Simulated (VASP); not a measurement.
A run of VASP 6.6.1:

File INCAR:

```
SYSTEM = ZnCu
PREC = Accurate
ENCUT = 820
EDIFF = 1E-6
ISMEAR = 0
SIGMA = 0.15
LREAL = .FALSE.
LASPH = .TRUE.
NELM = 120
ALGO = Normal
ISIF = 2
LWAVE = .FALSE.
LCHARG = .FALSE.
GGA = PE
NBANDS = 22
GGA_COMPAT = .FALSE.
```

The input KPOINTS:

```
Automatic mesh
0
G
  16 16 16
  0 0 0
```

The input POSCAR:

```
ZnCu
1.0
    2.9450000000      0.0000000000      0.0000000000
    0.0000000000      2.9450000000      0.0000000000
    0.0000000000      0.0000000000      2.9450000000
Zn Cu
1 1
Direct
    0.4745331070      0.5000000000      0.5000000000
    0.0000000000      0.0000000000      0.0000000000
```

Potentials or basis: VASP PAW PBE potentials, release 64 (Zn, Cu_sv_GW).

The run is started by

```sh
$ cat potpaw_PBE.64/Zn/POTCAR potpaw_PBE.64/Cu_sv_GW/POTCAR > POTCAR
$ mpirun -np 1 vasp_std > vasp.out
```

Hardware: 1 thread of Intel(R) Xeon(R) Platinum 8259CL CPU @ 2.50GHz (Skylake/Cascade Lake), on a shared host.

Problem. How long does it take, and how much memory?

Solution. Wall time 7.2 min on 1 thread of Intel(R) Xeon(R) Platinum 8259CL CPU @ 2.50GHz (Skylake/Cascade Lake) (shared host), peak memory 0.63 GiB. Counts: scf iterations 14, k points 405.
